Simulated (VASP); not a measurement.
Here is a VASP 6.6.1 calculation.

The input INCAR:

```
ALGO = Normal
EDIFF = 1E-6
ENCUT = 520
GGA = PE
ISIF = 2
ISMEAR = 0
LASPH = True
LCHARG = False
LREAL = False
LWAVE = False
NBANDS = 35
NELM = 80
PREC = Accurate
SIGMA = 0.1
```

KPOINTS

```
k-points
0
Gamma
  6 6 8
```

The input POSCAR:

```
Cd4S
1.0
    5.9652248535      0.0000000000      0.0000000000
   -2.9826124267      5.1660362624      0.0000000000
    0.0000000000      0.0000000000      5.0739168427
Cd S
4 1
Direct
    0.5000000000      0.0000000000      0.0000000000
    0.0000000000      0.5000000000      0.0000000000
    0.5000000000      0.5000000000      0.0000000000
    0.0000000000      0.0000000000      0.0000000000
    0.0000000000      0.0000000000      0.5000000000
```

Potentials or basis: VASP PAW PBE potentials, release 64 (Cd, S).

Command:

```console
$ cat potpaw_PBE.64/Cd/POTCAR potpaw_PBE.64/S/POTCAR > POTCAR
$ mpirun -np 1 vasp_std > vasp.out
```

Estimate the band gap on the k mesh.

zero (band 27 reaches 1.27 eV, above the bottom of band 28 at 0.33 eV).

Predict the pressure.

0.2 GPa.
